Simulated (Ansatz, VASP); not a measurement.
## Two plane-wave programs on BiTe

The input INCAR:

```
PREC     = Accurate       # precision mode
ENCUT    = 520            # plane-wave cutoff, eV
EDIFF    = 1E-6           # SCF threshold, eV
ISMEAR   = 0              # smearing method
SIGMA    = 0.15           # smearing width, eV
LREAL    = False          # projectors in reciprocal space
LASPH    = True           # aspherical terms in the spheres
NELM     = 80             # most SCF steps
ALGO     = Normal         # electronic algorithm
ISIF     = 2              # what is computed and relaxed
LWAVE    = False          # write WAVECAR
LCHARG   = True           # write CHGCAR
GGA      = PS             # functional
LELF     = True           # ELF
LVHAR    = True         
NBANDS   = 18             # bands
```

Contents of KPOINTS:

```
Automatic mesh
0
Gamma
  12 12 12
```

Contents of POSCAR:

```
BiTe
1.0
    2.2198310163      1.2816200348      3.9513539146
   -2.2198310163      1.2816200348      3.9513539146
    0.0000000000     -2.5632400697      3.9513539146
Bi Te
1 1
Direct
    0.5000000000      0.5000000000      0.5000000000
    0.0000000000      0.0000000000      0.0000000000
```

Input for Ansatz:

```yaml
crystal:
  lattice:
    - [2.2198310163, 1.2816200348, 3.9513539146]
    - [-2.2198310163, 1.2816200348, 3.9513539146]
    - [0.0, -2.5632400697, 3.9513539146]
  atoms:
    - { symbol: Bi, position: [0.5, 0.5, 0.5] }
    - { symbol: Te, position: [0.0, 0.0, 0.0] }
basis:
  ecutwfc: 420
kpoints:
  mp_grid: { grid: [12, 12, 12] }
hamiltonian:
  xc: pbesol
scf:
  occupations: { method: gaussian, width: 0.15 }
output:
  forces: true
  stress: true
  eigenvalues: true
```

Alike in both runs: task single point; functional PBEsol; k mesh 12 × 12 × 12; occupations gaussian, width 0.15 eV; no spin polarisation.

|  | VASP | Ansatz |
| --- | --- | --- |
| version | VASP 6.6.1 | Ansatz 0.2.0 |
| potentials or method | VASP PAW PBE potentials, release 64 (Bi_d, Te), cutoff 520 eV | scalar-relativistic, plane waves, PAW |
| valence electrons in the cell | 21 | 31 |

```tsv
	VASP	Ansatz	Ansatz less VASP
gap on the k mesh at the Fermi level (eV)	none	none	-
pressure (GPa)	-1.8	-1.8	+0.02
traceless stress, the component that is largest in VASP (GPa)	-0.14	-0.14	-0.001
```

VASP's potentials were made for PBE, not for PBEsol. A gap of «none» marks a metal or a gap that the smearing closes. VASP's potentials hold 21 valence electrons a cell and Ansatz's 31, so a difference there can come from the potentials and not from the codes.

Spin-orbit coupling is off throughout.
